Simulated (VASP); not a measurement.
# Mn2As2H in VASP: a series of runs, part 3 of 4

VASP 6.6.1.

## (6) Relaxation of cell and atoms, PBE

This run uses another cell than the first one, of 18.04 Å³/atom.

INCAR

```
ALGO = Normal ; EDIFF = 1E-7
EDIFFG = -0.01 ; ENCUT = 600
GGA = PE ; IBRION = 2
ISIF = 3 ; ISMEAR = -1
LASPH = True ; LCHARG = False
LREAL = False ; LWAVE = False
NELM = 60 ; NSW = 60
PREC = Accurate ; SIGMA = 0.1255
```

KPOINTS

```
k-points
0
Gamma
  5 5 3
```

POSCAR

```
Mn2As2H
1.0
    1.9915770000      3.4495100000      0.0000000000
   -1.9915770000      3.4495100000      0.0000000000
    0.0000000000      0.0000000000      6.5638170000
As Mn H
2 2 1
Direct
    0.3333000000      0.3334000000      0.2600000000
    0.6667000000      0.6666000000      0.7400000000
    0.3333000000      0.3334000000      0.6200000000
    0.6667000000      0.6666000000      0.3800000000
    0.0000000000      0.0000000000      0.0000000000
```

Potentials or basis: VASP PAW PBE potentials, release 64 (As, Mn_pv, H).

Run with:

```bash
cat potpaw_PBE.64/As/POTCAR potpaw_PBE.64/Mn_pv/POTCAR potpaw_PBE.64/H/POTCAR > POTCAR
mpirun -np 1 vasp_std > vasp.out
```

OUTCAR:

```text
EDIFF = 1E-7
   EDIFFG = -0.01
   ENCUT = 600
   GGA = PE
   IBRION = 2
   ISIF = 3
   ISMEAR = -1
   LASPH = True
   LREAL = False
   NELM = 60
   NSW = 60
   PREC = Accurate

 ion  position               nearest neighbor table
   1  0.333  0.333  0.260-   3 2.36   4 2.43   4 2.43   4 2.43
   2  0.667  0.667  0.740-   4 2.36   3 2.43   3 2.43   3 2.43
   3  0.333  0.333  0.620-   1 2.36   2 2.43   2 2.43   2 2.43   4 2.79   4 2.79   4 2.79
   4  0.667  0.667  0.380-   2 2.36   1 2.43   1 2.43   1 2.43   3 2.79   3 2.79   3 2.79
   5  0.000  0.000  0.000-

  LATTYP: Found a hexagonal cell.
 ALAT       =     3.9831517906
 C/A-ratio  =     1.6478952711

  Lattice vectors:

 A1 = (   1.9915770000,  -3.4495100000,   0.0000000000)
 A2 = (   1.9915770000,   3.4495100000,   0.0000000000)
 A3 = (   0.0000000000,   0.0000000000,   6.5638170000)

Analysis of symmetry for initial positions (statically):
=====================================================================
 Subroutine PRICEL returns:
 Original cell was already a primitive cell.

 Routine SETGRP: Setting up the symmetry group for a
 hexagonal supercell.

 Subroutine GETGRP returns: Found  4 space group operations
 (whereof  4 operations were pure point group operations)
 out of a pool of 24 trial point group operations.

The static configuration has the point symmetry C_2h.

Analysis of symmetry for dynamics (positions and initial velocities):
=====================================================================
 Subroutine PRICEL returns:
 Original cell was already a primitive cell.

 Routine SETGRP: Setting up the symmetry group for a
 hexagonal supercell.

 Subroutine GETGRP returns: Found  4 space group operations
 (whereof  4 operations were pure point group operations)
 out of a pool of 24 trial point group operations.

The dynamic configuration has the point symmetry C_2h.

 Subroutine INISYM returns: Found  4 space group operations
 (whereof  4 operations are pure point group operations),
 and found     1 'primitive' translations

----------------------------------------------------------------------------------------

                                     Primitive cell

  volume of cell :      90.1864

[... 113 lines left out ...]
     AMIX_MAG =   1.60;   BMIX_MAG =  1.00
  volume/ion in A,a.u.               =      18.04       121.72
  Fermi-wavevector in a.u.,A,eV,Ry     =   1.216452  2.298762 20.133305  1.479756
  Thomas-Fermi vector in A             =   2.351806
   LORBIT       =      0    0 simple, 1 ext, 2 COOP (PROOUT), +10 PAW based schemes
   GGA     = PE    functional components
   LHFCALC =     F    Hartree Fock is set to
   AEXX    =    0.0000 exact exchange contribution
   IVDW    =     0    specifies the selected vdW correction
   LEPSILON=     F    determine dielectric tensor
   LRPA    =     F    only Hartree local field effects (RPA)
 conjugate gradient relaxation of ions
 non-spin polarized calculation
  energy-cutoff  :      600.00
  volume of cell :       90.19
 maximum number of plane-waves:      3022
   NGX = 15   NGY = 15   NGZ = 27

--------------------------------------- Ionic step        1  -------------------------------------------

 number of electron      37.0000000 magnetization

 Free energy of the ion-electron system (eV)
  ---------------------------------------------------
  ext. energy  EPLUGINS =         0.00000000
  ---------------------------------------------------
  free energy    TOTEN  =       -27.16739304 eV

  energy without entropy =      -26.68851367  energy(sigma->0) =      -26.92795336

 E-fermi :   3.4700     XC(G=0):  -9.8468

 val. band max:        3.4627605009   @ k =   0.0000  -0.4000   0.3333
 cond. band min:       3.4755523311   @ k =  -0.0000   0.2000   0.3333
 fundamental gap:      0.0127918302
 Fermi energy:         3.4699729822

 k-point     1 :       0.0000    0.0000    0.0000
  band No.  band energies     occupation
      1     -44.3616      2.00000
      2     -44.3615      2.00000
      3     -44.3087      2.00000
      4     -44.3087      2.00000
      5     -44.1326      2.00000
      6     -44.0873      2.00000
[... 699 lines left out ...]
  FREE ENERGIE OF THE ION-ELECTRON SYSTEM (eV)
  ---------------------------------------------------
  free  energy   TOTEN  =       -27.5782536887 eV

  energy  without entropy=      -27.1735737206  energy(sigma->0) =      -27.37591370

[... ionic steps 4 to 18 ...]

--------------------------------------- Ionic step       19  -------------------------------------------

 number of electron      37.0000014 magnetization

------------------------ aborting loop because EDIFF is reached ----------------------------------------
[... 73 lines left out ...]
--------------------------------------- Ionic step       21  -------------------------------------------

 number of electron      37.0000014 magnetization

 Free energy of the ion-electron system (eV)
  ---------------------------------------------------
  ext. energy  EPLUGINS =         0.00000000
  ---------------------------------------------------
  free energy    TOTEN  =       -28.69524735 eV

  energy without entropy =      -28.50929870  energy(sigma->0) =      -28.60227303

 E-fermi :   6.0724     XC(G=0): -11.2186

 val. band max:        6.0013594617   @ k =   0.0000   0.4000   0.3333
 cond. band min:       6.1088509896   @ k =   0.2000   0.4000   0.0000
 fundamental gap:      0.1074915280
 Fermi energy:         6.0723679985

 k-point     1 :       0.0000    0.0000    0.0000
  band No.  band energies     occupation
      1     -42.1156      2.00000
      2     -42.1147      2.00000
      3     -41.9147      2.00000
      4     -41.7019      2.00000
      5     -41.6811      2.00000
      6     -41.6806      2.00000
[... 621 lines left out ...]
  FREE ENERGIE OF THE ION-ELECTRON SYSTEM (eV)
  ---------------------------------------------------
  free  energy   TOTEN  =       -28.6952473533 eV

  energy  without entropy=      -28.5092987044  energy(sigma->0) =      -28.60227303

 reached required accuracy - stopping structural energy minimisation
```

OSZICAR:

```text
N       E                     dE             d eps       ncg     rms          rms(c)
DAV:   1     0.337441230578E+03    0.33744E+03   -0.21502E+04  1176   0.184E+03
DAV:   2    -0.254709620696E+01   -0.33999E+03   -0.33496E+03  1062   0.462E+02
DAV:   3    -0.308092940598E+02   -0.28262E+02   -0.27740E+02  1538   0.120E+02
[... 257 lines left out ...]
DAV:   5    -0.286952487007E+02    0.16282E-05   -0.33301E-05  1336   0.493E-02    0.882E-03
DAV:   6    -0.286952477706E+02    0.93018E-06   -0.33756E-06  1152   0.205E-02    0.235E-03
DAV:   7    -0.286952475870E+02    0.18360E-06   -0.38261E-07   990   0.704E-03    0.118E-03
DAV:   8    -0.286952474045E+02    0.18250E-06   -0.70661E-08   582   0.318E-03    0.359E-04
DAV:   9    -0.286952473533E+02    0.51196E-07   -0.20977E-08   606   0.182E-03
  21 F= -.28695247E+02 E0= -.28602273E+02  d E =-.403540E-04
```

Wall time 31 min (1 thread of AMD EPYC 7R43 (Zen 3), shared host); peak memory 0.24 GiB.

Results:

```yaml
Free_energy: -28.6952 eV
Relaxed_volume: 13.89 Å³/atom
Relaxed_cell: a = 3.389 Å, b = 3.387 Å, c = 6.991 Å, α = 89.98°, β = 90.00°, γ = 59.98°
Space_group_after_relaxing_to_0.1_Å: P-3m1 (No. 164)
Energy_gained_by_relaxing: 305.6 meV/atom
Ionic_steps: 21
Pressure_after_relaxing: 0.0 GPa
Largest_force_after_relaxing: 0.004 eV/Å
Band_gap_on_the_k_mesh: zero (an odd number of electrons rules out a gap without spin polarisation)
```

Forces in eV/Å, atoms in the order of the input:
```
As  -0.002  0.001  0.004
As   0.002 -0.001 -0.004
Mn  -0.001  0.000 -0.004
Mn   0.001  0.000  0.004
H    0.000  0.000  0.000
```

Step by step:
```tsv
step	energy change (eV)	largest force (eV/Å)	pressure (GPa)	volume (Å³)
1	0.0000	0.3794	-9.52	90.19
2	-0.3848	1.9941	4.63	76.87
3	-0.4109	1.5461	1.09	79.22
4	-0.6463	1.1060	1.10	76.44
5	-0.8421	2.0751	2.54	71.47
6	-1.0633	1.9675	0.18	71.07
7	-1.4098	0.9077	-4.81	69.81
8	-1.4117	0.7995	-4.61	69.94
9	-1.4730	0.5662	0.43	67.40
10	-1.4750	0.6016	-0.40	67.77
11	-1.4925	0.4369	0.17	67.78
12	-1.5095	0.2077	1.48	67.79
13	-1.5209	0.1648	0.22	68.76
14	-1.5240	0.1288	-1.11	69.86
15	-1.5268	0.0871	-0.12	69.88
16	-1.5271	0.0363	-0.37	69.87
17	-1.5276	0.0210	0.03	69.57
18	-1.5277	0.0239	0.09	69.53
19	-1.5278	0.0151	-0.02	69.53
20	-1.5278	0.0218	-0.07	69.53
21	-1.5279	0.0040	0.04	69.46
```

Final structure:
```
As Mn H
1.0
     1.69432    2.93464    0.00000
    -1.69224    2.93344    0.00051
    -0.00090    0.00052    6.99081
As Mn H
2 2 1
Cartesian
  -0.0002 1.9565 1.4976
  0.0013 3.9121 5.4937
  -0.0001 1.9565 4.0523
  0.0012 3.9121 2.9390
  0.0000 0.0000 0.0000
```

Levels at points of the mesh, in eV from the Fermi level:
```tsv
k point	band 14	band 15	band 16	band 17	band 18	band 19	band 20	band 21	band 22
(0.00, 0.00, 0.00)	-2.48	-1.03	-0.28	-0.27	0.76	0.77	1.75	2.06	3.68
```

Caveat: the k points lie up to 0.43 Å⁻¹ apart in the final cell, too coarse for converged energies and pressures of a metal; the volume moved by over 15 % at a fixed basis, so the end points are rough; the run has no spin polarisation, though such a crystal can be magnetic.

(Continued in part 4 of 4.)
